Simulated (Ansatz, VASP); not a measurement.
# Pd: VASP beside Ansatz

POSCAR

```
Pd
1.0
    2.6426027891      0.0000000000      0.0000000000
   -1.3213013945      2.2885611475      0.0000000000
    0.0000000000      0.0000000000      8.7291856413
Pd
4
Direct
    0.0000000000      0.0000000000      1.0000000000
    0.0000000000      0.0000000000      0.5000000000
    0.3333333333      0.6666666667      0.2500000000
    0.6666666667      0.3333333333      0.7500000000
```

The input INCAR.step1:

```
SYSTEM = Pd
PREC = Accurate ; ENCUT = 520
ISMEAR = -1 ; SIGMA = 0.05
LREAL = .FALSE. ; LASPH = .TRUE.
NELM = 150 ; ISPIN = 2
MAGMOM = 0.438 0.438 0.453 0.453 ; LMAXMIX = 4
NBANDS = 32 ; GGA = PE
ALGO = Normal ; EDIFF = 1E-4
LWAVE = .TRUE. ; LCHARG = .FALSE.
```

The input INCAR.step2:

```
SYSTEM = Pd
PREC = Accurate ; ENCUT = 520
EDIFF = 1E-6 ; ISMEAR = -1
SIGMA = 0.05 ; LREAL = .FALSE.
LASPH = .TRUE. ; NELM = 150
ALGO = Normal ; ISIF = 2
LWAVE = .FALSE. ; LCHARG = .FALSE.
ISPIN = 2 ; MAGMOM = 0.438 0.438 0.453 0.453
LORBIT = 11 ; LMAXMIX = 4
METAGGA = R2SCAN ; LMIXTAU = .TRUE.
NBANDS = 32 ; ISTART = 1
```

KPOINTS

```
regular mesh
0
G
  15 15 4
  0 0 0
```

Input for Ansatz:

```yaml
crystal:
  lattice:
    - [2.6426027891, 0.0, 0.0]
    - [-1.3213013945, 2.2885611475, 0.0]
    - [0.0, 0.0, 8.7291856413]
  atoms:
    - { symbol: Pd, position: [0.0, 0.0, 1.0], spin: 0.438 }
    - { symbol: Pd, position: [0.0, 0.0, 0.5], spin: 0.438 }
    - { symbol: Pd, position: [0.3333333333, 0.6666666667, 0.25], spin: 0.453 }
    - { symbol: Pd, position: [0.6666666667, 0.3333333333, 0.75], spin: 0.453 }
hamiltonian:
  xc: r2scan
  pseudopotentials:
    kind: paw
    azcp:
      Pd: "pseudopotentials/Pd.paw.azcp"
basis:
  ecutwfc: 500
  fft_grid_basis: typed
kpoints:
  mp_grid: { grid: [15, 15, 4], shift: [0, 0, 0] }
magnetization:
  spin_polarized: true
scf:
  occupations: { method: fermi_dirac, width: 0.05 }
  lower_state_search: "off"
output:
  stress: true
```

Alike in both runs: task single point; functional r2SCAN; k mesh 15 × 15 × 4; occupations fermi-dirac, width 0.05 eV; collinear spin.

|  | VASP | Ansatz |
| --- | --- | --- |
| version | VASP 6.6.1 | Ansatz 0.2.0 |
| potentials or method | VASP PAW PBE potentials, release 64 (Pd), cutoff 520 eV | plane waves (500 eV) with PAW, scalar-relativistic |
| valence electrons in the cell | 40 | 72 |

```tsv
	VASP	Ansatz	Ansatz less VASP
net moment per atom (μB)	0.00	0.38	+0.376
size of the moment on the site where the two differ most (μB)	0.00	0.40	+0.401
```

The net moments are unlike, so the other rows may belong to different states. VASP's potentials were made for PBE, not for r2SCAN. Site moments also hang on the region over which each program counts them. VASP's potentials hold 40 valence electrons a cell and Ansatz's 72, so a difference there can come from the potentials and not from the codes. Ansatz's warnings: stability check not made.
